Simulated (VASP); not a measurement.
# Ba3Bi2 (P-3m1) in VASP: notebook

The runs below take Ba3Bi2 through single point, relaxation of cell and atoms, with PBE.

Program: VASP 6.6.1. These are calculated values, not measurements. Logs are shortened: lines on timing, memory, paths and dates and some standing lists are left out, and cuts for length are marked.

### 1 The cell of the first run

Symmetry: P-3m1, No. 164, trigonal system. The conventional cell has a = 6.027 Å, b = 6.027 Å, c = 7.569 Å, α = 90.00°, β = 90.00°, γ = 120.00°. Within 4.7 Å of Ba (site symmetry 3m) lie 5 Bi at 3.55 to 3.94 Å and 6 Ba at 4.18 to 4.54 Å. Within 5.0 Å of Ba (site symmetry -3m) lie 6 Bi at 3.84 Å and 6 Ba at 4.18 Å. Within 4.7 Å of Bi (site symmetry 3m) lie 8 Ba at 3.55 to 3.94 Å.

### 2 Single point, PBE

The input, INCAR:

```
SYSTEM = Ba3Bi2
ALGO = Normal
EDIFF = 1E-6
ENCUT = 520
GGA = PE
ISIF = 2
ISMEAR = 0
LASPH = .True.
LCHARG = .False.
LREAL = .False.
LWAVE = .False.
NBANDS = 38
NELM = 60
PREC = Accurate
SIGMA = 0.2
```

The input, KPOINTS:

```
k-points
0
Gamma
  3 3 3
  0 0 0
```

The input, POSCAR:

```
Ba3Bi2
1.0
    6.0268843114      0.0000000000      0.0000000000
   -3.0134421557      5.2194349194      0.0000000000
    0.0000000000      0.0000000000      7.5686039135
Ba Bi
3 2
Direct
    0.3333333333      0.6666666667      0.8071369674
    0.6666666667      0.3333333333      0.1928630326
    0.0000000000      0.0000000000      0.5000000000
    0.3333333333      0.6666666667      0.2867762453
    0.6666666667      0.3333333333      0.7132237547
```

Potentials or basis: VASP PAW PBE potentials, release 64 (Ba_sv, Bi_d).

Launch:

```
cat potpaw_PBE.64/Ba_sv/POTCAR potpaw_PBE.64/Bi_d/POTCAR > POTCAR
mpirun -np 1 vasp_std > vasp.out
```

OUTCAR:

```text
SYSTEM = Ba3Bi2
   EDIFF = 1E-6
   ENCUT = 520
   GGA = PE
   ISIF = 2
   ISMEAR = 0
   LASPH = .True.
   LREAL = .False.
   NELM = 60
   PREC = Accurate

 ion  position               nearest neighbor table
   1  0.333  0.667  0.807-   5 3.55   5 3.55   5 3.55   4 3.63   4 3.94   3 4.18   3 4.18   3 4.18
                             2 4.54   2 4.54   2 4.54
   2  0.667  0.333  0.193-   4 3.55   4 3.55   4 3.55   5 3.63   5 3.94   3 4.18   3 4.18   3 4.18
                             1 4.54   1 4.54   1 4.54
   3  0.000  0.000  0.500-   4 3.84   5 3.84   5 3.84   4 3.84   5 3.84   4 3.84   1 4.18   2 4.18
                             1 4.18   2 4.18   2 4.18   1 4.18
   4  0.333  0.667  0.287-   2 3.55   2 3.55   2 3.55   1 3.63   3 3.84   3 3.84   3 3.84   1 3.94

   5  0.667  0.333  0.713-   1 3.55   1 3.55   1 3.55   2 3.63   3 3.84   3 3.84   3 3.84   2 3.94

  LATTYP: Found a hexagonal cell.
 ALAT       =     6.0268843114
 C/A-ratio  =     1.2558070675

  Lattice vectors:

 A1 = (   6.0268843114,   0.0000000000,   0.0000000000)
 A2 = (  -3.0134421557,   5.2194349194,   0.0000000000)
 A3 = (   0.0000000000,   0.0000000000,   7.5686039135)

Analysis of symmetry for initial positions (statically):
=====================================================================
 Subroutine PRICEL returns:
 Original cell was already a primitive cell.

 Routine SETGRP: Setting up the symmetry group for a
 hexagonal supercell.

 Subroutine GETGRP returns: Found 12 space group operations
 (whereof 12 operations were pure point group operations)
 out of a pool of 24 trial point group operations.

The static configuration has the point symmetry D_3d.

Analysis of symmetry for dynamics (positions and initial velocities):
=====================================================================
 Subroutine PRICEL returns:
 Original cell was already a primitive cell.

 Routine SETGRP: Setting up the symmetry group for a
 hexagonal supercell.

 Subroutine GETGRP returns: Found 12 space group operations
 (whereof 12 operations were pure point group operations)
 out of a pool of 24 trial point group operations.

The dynamic configuration has the point symmetry D_3d.

 Subroutine INISYM returns: Found 12 space group operations
 (whereof 12 operations are pure point group operations),
 and found     1 'primitive' translations

----------------------------------------------------------------------------------------

                                     Primitive cell

  volume of cell :     238.0850

  direct lattice vectors                    reciprocal lattice vectors
     6.026884311  0.000000000  0.000000000     0.165923211  0.095795811  0.000000000
    -3.013442156  5.219434919  0.000000000     0.000000000  0.191591622  0.000000000
     0.000000000  0.000000000  7.568603913     0.000000000  0.000000000  0.132124763

  length of vectors
     6.026884311  6.026884311  7.568603913     0.191591622  0.191591622  0.132124763

  position of ions in fractional coordinates (direct lattice)
     0.333333333  0.666666667  0.807136967
     0.666666667  0.333333333  0.192863033
     0.000000000  0.000000000  0.500000000
     0.333333333  0.666666667  0.286776245
     0.666666667  0.333333333  0.713223755

  ion indices of the primitive-cell ions
   primitive index   ion index
                 1           1
                 2           2
                 3           3
                 4           4
                 5           5

----------------------------------------------------------------------------------------

 KPOINTS: k-points

Automatic generation of k-mesh.
 Grid dimensions read from file:
 generate k-points for:    3    3    3

 Generating k-lattice:

  Cartesian coordinates                     Fractional coordinates (reciprocal lattice)
     0.055307737  0.031931937  0.000000000     0.333333333  0.000000000  0.000000000
     0.000000000  0.063863874  0.000000000     0.000000000  0.333333333  0.000000000
     0.000000000  0.000000000  0.044041588     0.000000000  0.000000000  0.333333333

  Length of vectors
     0.063863874  0.063863874  0.044041588

  Shift w.r.t. Gamma in fractional coordinates (k-lattice)
     0.000000000  0.000000000  0.000000000

 Subroutine IBZKPT returns following result:
 ===========================================

 Found      7 irreducible k-points:

 Following reciprocal coordinates:
            Coordinates               Weight
  0.000000  0.000000  0.000000      1.000000
  0.333333  0.000000  0.000000      6.000000
  0.333333  0.333333  0.000000      2.000000
  0.000000  0.000000  0.333333      2.000000
  0.333333  0.000000  0.333333      6.000000
  0.000000  0.333333  0.333333      6.000000
  0.333333  0.333333  0.333333      4.000000
   k-points           NKPTS =      7   k-points in BZ     NKDIM =      7   number of bands    NBANDS=     38
   number of dos      NEDOS =    301   number of ions     NIONS =      5
   total plane-waves  NPLWV = 129024
   dimension x,y,z NGX =    48 NGY =   48 NGZ =   56
   dimension x,y,z NGXF=    96 NGYF=   96 NGZF=  112
   ions per type =               3   2
   NGX,Y,Z   is equivalent  to a cutoff of  13.24, 13.24, 12.30 a.u.
   NGXF,Y,Z  is equivalent  to a cutoff of  26.48, 26.48, 24.60 a.u.
 SYSTEM =  Ba3Bi2
   PREC   = accura    normal or accurate (medium, high low for compatibility)
   ISTART =      0    job   : 0-new  1-cont  2-samecut
   ICHARG =      2    charge: 1-file 2-atom 10-const
   ISPIN  =      1    spin polarized calculation?
   LNONCOLLINEAR =      F non collinear calculations
   LSORBIT =      F    spin-orbit coupling
   LASPH  =      T    aspherical Exc in radial PAW
   ENCUT  =  520.0 eV  38.22 Ry    6.18 a.u.  11.21 11.21 14.07*2*pi/ulx,y,z
   NELM   =     60;   NELMIN=  2; NELMDL= -5     # of ELM steps
   EDIFF  = 0.1E-05   stopping-criterion for ELM
   LREAL  =      F    real-space projection
   EDIFFG = 0.1E-04   stopping-criterion for IOM
   NSW    =      0    number of steps for IOM
   IBRION =     -1    ionic relax: 0-MD 1-quasi-New 2-CG
   NFREE  =      0    steps in history (QN), initial steepest desc. (CG)
   ISIF   =      2    stress and relaxation
   ISYM   =      2    0-nonsym 1-usesym 2-fastsym
   POTIM  = 0.5000    time-step for ionic-motion
   TEBEG  =    0.0;   TEEND  =   0.0 temperature during run
   PSTRESS=    0.0 pullay stress
   NELECT =      60.0000    total number of electrons
   NUPDOWN=      -1.0000    fix difference up-down
   EMIN   =  10.00;   EMAX   =-10.00  energy-range for DOS
   EFERMI =   0.00;   METHOD = LEGACY
   ISMEAR =     0;   SIGMA  =   0.20  broadening in eV -4-tet -1-fermi 0-gaus
   EFERMI_NEDOS =   21; number of points for ismear=-14 and -15
   IALGO  =     38    algorithm
   IMIX   =      4    mixing-type and parameters
     AMIX     =   0.40;   BMIX     =  1.00
     AMIX_MAG =   1.60;   BMIX_MAG =  1.00
  volume/ion in A,a.u.               =      47.62       321.34
  Fermi-wavevector in a.u.,A,eV,Ry     =   1.034065  1.954100 14.548582  1.069291
  Thomas-Fermi vector in A             =   2.168342
   LORBIT       =      0    0 simple, 1 ext, 2 COOP (PROOUT), +10 PAW based schemes
   GGA     = PE    functional components
   LHFCALC =     F    Hartree Fock is set to
   AEXX    =    0.0000 exact exchange contribution
   IVDW    =     0    specifies the selected vdW correction
   LEPSILON=     F    determine dielectric tensor
   LRPA    =     F    only Hartree local field effects (RPA)
 non-spin polarized calculation
 Gauss-broadening in eV      SIGMA  =   0.20
  energy-cutoff  :      520.00
  volume of cell :      238.09
 maximum number of plane-waves:      6448
 NGX is ok and might be reduce to    48
   NGX = 23   NGY = 23   NGZ = 29

 number of electron      59.9999997 magnetization

 Free energy of the ion-electron system (eV)
  ---------------------------------------------------
  ext. energy  EPLUGINS =         0.00000000
  ---------------------------------------------------
  free energy    TOTEN  =       -18.02846787 eV

  energy without entropy =      -18.02026902  energy(sigma->0) =      -18.02436845

 E-fermi :   3.0518     XC(G=0):  -8.1286

 val. band max:        2.9578216096   @ k =   0.0000   0.0000   0.0000
 cond. band min:       3.2288087224   @ k =   0.3333   0.3333   0.0000
 fundamental gap:      0.2709871128
 Fermi energy:         3.0517824745

 k-point     1 :       0.0000    0.0000    0.0000
  band No.  band energies     occupation
      1     -25.7835      2.00000
      2     -25.3692      2.00000
      3     -25.3545      2.00000
      4     -18.5501      2.00000
      5     -18.5501      2.00000
      6     -18.5485      2.00000
[... 30 lines left out ...]
     37       5.9393      0.00000
     38       6.1185      0.00000

 k-point     2 :       0.3333    0.0000    0.0000
  band No.  band energies     occupation
      1     -25.7815      2.00000
      2     -25.3670      2.00000
      3     -25.3577      2.00000
      4     -18.5493      2.00000
      5     -18.5482      2.00000
      6     -18.5478      2.00000
[... 30 lines left out ...]
     37       5.6314      0.00000
     38       5.7420      0.00000

 k-point     3 :       0.3333    0.3333    0.0000
  band No.  band energies     occupation
      1     -25.7806      2.00000
      2     -25.3625      2.00000
      3     -25.3625      2.00000
      4     -18.5482      2.00000
      5     -18.5477      2.00000
      6     -18.5470      2.00000
[... 30 lines left out ...]
     37       5.7694      0.00000
     38       5.9327      0.00000

 k-point     4 :       0.0000    0.0000    0.3333
  band No.  band energies     occupation
      1     -25.7834      2.00000
      2     -25.3707      2.00000
      3     -25.3529      2.00000
      4     -18.5505      2.00000
      5     -18.5505      2.00000
      6     -18.5485      2.00000
[... 30 lines left out ...]
     37       6.3014      0.00000
     38       6.4099      0.00000

 k-point     5 :       0.3333    0.0000    0.3333
  band No.  band energies     occupation
      1     -25.7815      2.00000
      2     -25.3674      2.00000
      3     -25.3571      2.00000
      4     -18.5491      2.00000
      5     -18.5484      2.00000
      6     -18.5483      2.00000
[... 30 lines left out ...]
     37       5.4414      0.00000
     38       5.9626      0.00000

 k-point     6 :       0.0000    0.3333    0.3333
  band No.  band energies     occupation
      1     -25.7815      2.00000
      2     -25.3670      2.00000
      3     -25.3575      2.00000
      4     -18.5495      2.00000
      5     -18.5485      2.00000
      6     -18.5479      2.00000
[... 30 lines left out ...]
     37       5.7183      0.00000
     38       6.0185      0.00000

 k-point     7 :       0.3333    0.3333    0.3333
  band No.  band energies     occupation
      1     -25.7806      2.00000
      2     -25.3624      2.00000
      3     -25.3624      2.00000
      4     -18.5482      2.00000
      5     -18.5480      2.00000
      6     -18.5480      2.00000
[... 30 lines left out ...]
     37       5.8541      0.00000
     38       5.8542      0.00000

------------------------ aborting loop because EDIFF is reached ----------------------------------------

  FORCE on cell =-STRESS in cart. coord.  units (eV):
  Direction    XX          YY          ZZ          XY          YZ          ZX
  --------------------------------------------------------------------------------------
  -------------------------------------------------------------------------------------
  Total        0.1371666      0.1371666      0.2163276      0.0000000     -0.0000000      0.0000000
  in kB        0.9230534      0.9230534      1.4557620      0.0000000     -0.0000000      0.0000000
  external PRESSURE =       1.1006229 kB  Pullay stress =       0.0000000 kB

 VOLUME and BASIS-vectors are now :
 -----------------------------------------------------------------------------
  energy-cutoff  :      520.00
  volume of cell :      238.09
      direct lattice vectors                 reciprocal lattice vectors
     6.026884311  0.000000000  0.000000000     0.165923211  0.095795811  0.000000000
    -3.013442156  5.219434919  0.000000000     0.000000000  0.191591622  0.000000000
     0.000000000  0.000000000  7.568603913     0.000000000  0.000000000  0.132124763

 POSITION                                       TOTAL-FORCE (eV/Angst)
 -----------------------------------------------------------------------------------
     -0.00000      3.47962      6.10890         0.000000     -0.000000     -0.007237
      3.01344      1.73981      1.45970        -0.000000      0.000000      0.007237
      0.00000      0.00000      3.78430        -0.000000      0.000000      0.000000
     -0.00000      3.47962      2.17050        -0.000000      0.000000      0.037489
      3.01344      1.73981      5.39811         0.000000      0.000000     -0.037489
 -----------------------------------------------------------------------------------
    total drift:                               -0.000000      0.000000      0.000000

  FREE ENERGIE OF THE ION-ELECTRON SYSTEM (eV)
  ---------------------------------------------------
  free  energy   TOTEN  =       -18.0284678713 eV

  energy  without entropy=      -18.0202690224  energy(sigma->0) =      -18.02436845
```

It took 50 s on 1 thread of Intel Xeon 6975P-C (Granite Rapids), shared host; peak memory 0.34 GiB.

What came out:

| Item | Value |
| --- | --- |
| Free energy | -18.0285 eV |
| Pressure | 0.1 GPa |
| Largest force | 0.037 eV/Å |
| Band gap on the k mesh | 0.27 eV, indirect (least direct gap 0.34 eV) |

Forces in eV/Å, atoms in the order of the input:
```
Ba   0.000  0.000 -0.007
Ba   0.000  0.000  0.007
Ba   0.000  0.000  0.000
Bi   0.000  0.000  0.037
Bi   0.000  0.000 -0.037
```

Caveat: spin-orbit coupling is left out, which moves the levels of the heavy elements. A k mesh can miss the band edges.

### 3 Relaxation of cell and atoms, PBE

This run uses another cell than the first one, of 41.15 Å³/atom, 0.864 times its volume.

The input, INCAR:

```
SYSTEM = Ba3Bi2
PREC = Accurate ; ENCUT = 600
EDIFF = 1E-6 ; ISMEAR = 0
SIGMA = 0.2 ; LREAL = .FALSE.
LASPH = .TRUE. ; NELM = 80
ALGO = Normal ; ISIF = 3
LWAVE = .FALSE. ; LCHARG = .FALSE.
GGA = PE ; IBRION = 2
NSW = 36 ; EDIFFG = -0.08
```

The input, KPOINTS:

```
regular mesh
0
G
  3 3 3
  0 0 0
```

The input, POSCAR:

```
Ba3Bi2
1.0
    5.9009796000      0.0000000000      0.0000000000
   -2.9504898000      5.1103982400      0.0000000000
    0.0000000000      0.0000000000      6.8235214200
Ba Bi
3 2
Direct
    0.3333333300      0.6666666700      0.8160100500
    0.6666666700      0.3333333300      0.1839899500
    0.0000000000      0.0000000000      0.5000000000
    0.3333333300      0.6666666700      0.3812827900
    0.6666666700      0.3333333300      0.6187172100
```

Potentials or basis: VASP PAW PBE potentials, release 64 (Ba_sv, Bi_d).

Launch:

```
cat potpaw_PBE.64/Ba_sv/POTCAR potpaw_PBE.64/Bi_d/POTCAR > POTCAR
mpirun -np 1 vasp_std > vasp.out
```

It took 8.3 min on 1 thread of Intel Xeon 6975P-C (Granite Rapids), shared host; peak memory 0.38 GiB.

The run converged. Its results:

```yaml
Free_energy: -18.0140 eV
Relaxed_volume: 47.95 Å³/atom
Relaxed_cell: a = 5.971 Å, b = 5.971 Å, c = 7.765 Å, α = 90.00°, β = 90.00°, γ = 120.00°
Space_group_after_relaxing_to_0.05_Å: P-3m1 (No. 164)
Energy_gained_by_relaxing: 461.8 meV/atom
Ionic_steps: 13
Pressure_after_relaxing: 0.0 GPa
Largest_force_after_relaxing: 0.079 eV/Å
Band_gap_on_the_k_mesh: 0.45 eV, indirect (least direct gap 0.49 eV)
```

Forces in eV/Å, atoms in the order of the input:
```
Ba   0.000  0.000 -0.079
Ba   0.000  0.000  0.079
Ba   0.000  0.000  0.000
Bi   0.000  0.000 -0.074
Bi   0.000  0.000  0.074
```

Stress tensor (GPa, compression positive):
```
 0.08  0.00  0.00
 0.00  0.08  0.00
 0.00  0.00 -0.06
```

The path:
```tsv
step	energy change (eV)	largest force (eV/Å)	pressure (GPa)	volume (Å³)
1	0.0000	3.5068	7.24	205.77
2	-1.4606	1.0953	-1.90	265.72
3	-1.5180	1.2813	-0.83	250.71
4	-1.7055	1.1876	-0.45	244.17
5	-2.0353	0.6766	1.29	225.23
6	-2.0418	0.4524	1.99	220.17
7	-2.1444	0.3790	1.40	224.95
8	-2.2194	0.5387	0.48	234.89
9	-2.2742	0.3443	0.04	238.94
10	-2.2972	0.1236	-0.52	245.38
11	-2.2978	0.1472	-0.45	244.52
12	-2.3083	0.0937	-0.07	240.71
13	-2.3088	0.0795	0.04	239.73
```

Final structure:
```
CELL_PARAMETERS angstrom
5.97071 0.00000 0.00000
-2.98535 5.17078 0.00000
0.00000 0.00000 7.76504
ATOMIC_POSITIONS crystal
Ba 0.33333 0.66667 0.81992
Ba 0.66667 0.33333 0.18008
Ba 0.00000 0.00000 0.50000
Bi 0.33333 0.66667 0.29252
Bi 0.66667 0.33333 0.70748
```

Levels at points of the mesh, in eV from the valence-band top:
```
           k point  band 26  band 27  band 28  band 29  band 30  band 31  band 32  band 33  band 34  band 35
(0.00, 0.00, 0.00)    -1.49    -1.49    -0.84    -0.84     0.00     0.49     0.80     0.80     2.31     2.78
```

Caveat: the volume moved by over 15 % at a fixed basis, so the end points are rough; spin-orbit coupling is left out, which moves the levels of the heavy elements; the relaxation stopped at a loose force limit of 0.08 eV/Å, so its end isn't a converged minimum.
